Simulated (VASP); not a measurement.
Set up this calculation in VASP 6.6.1, as the native input.

| Quantity | Value |
| --- | --- |
| Task | single point |
| Functional | PBE |
| Potentials or basis | VASP PAW PBE potentials, release 64 (Ge_d, Sb, O) |
| Cutoff | 520 eV |
| k mesh | 12 × 12 × 4 |
| Occupations | gaussian, width 0.1 eV |
| Spin | no spin polarisation |
| Dipole correction | no |
| Further INCAR settings | ALGO = Normal; EDIFF = 1e-07; NBANDS = 30 |

The structure of GeSb3O2 lies in POSCAR:

```
GeSb3O2
1.0
    3.2353727143      0.0000000000      0.0000000000
    0.0000000000      3.2353727143      0.0000000000
    0.0000000000      0.0000000000     11.7428183446
Ge Sb O
1 3 2
Direct
    0.5000000000      0.5000000000      0.0923640333
    0.0000000000      0.0000000000      0.5756360337
    0.0000000000      0.0000000000      0.3131827172
    0.5000000000      0.5000000000      0.8517714169
    0.0000000000      0.0000000000      0.1213451008
    0.5000000000      0.5000000000      0.5456996582
```

The cell was generated, and may not be a known phase.

The input as run:

INCAR

```
  ALGO = Normal
  EDIFF = 1E-7
  ENCUT = 520
  GGA = PE
  ISIF = 2
  ISMEAR = 0
  LASPH = T
  LCHARG = F
  LREAL = F
  LWAVE = F
  NBANDS = 30
  NELM = 80
  PREC = Accurate
  SIGMA = 0.1
```

KPOINTS

```
k-points
0
Gamma
  12 12 4
```

Potentials or basis: VASP PAW PBE potentials, release 64 (Ge_d, Sb, O).

Run with:

```sh
$ cat potpaw_PBE.64/Ge_d/POTCAR potpaw_PBE.64/Sb/POTCAR potpaw_PBE.64/O/POTCAR > POTCAR
$ mpirun -np 1 vasp_std > vasp.out
```

Results of the run:

| Quantity | Value |
| --- | --- |
| Pressure | -0.3 GPa |
| Largest force | 0.040 eV/Å |
| Band gap on the k mesh | zero (an odd number of electrons rules out a gap without spin polarisation) |

Caveat: spin-orbit coupling is left out, which moves the levels of the heavy elements; an odd number of electrons without spin polarisation forces a metal; a magnetic or distorted state may lie lower.

It took 4.4 min on 1 thread of Intel(R) Xeon(R) Platinum 8488C (Sapphire Rapids) (shared host), peak memory 0.41 GiB.
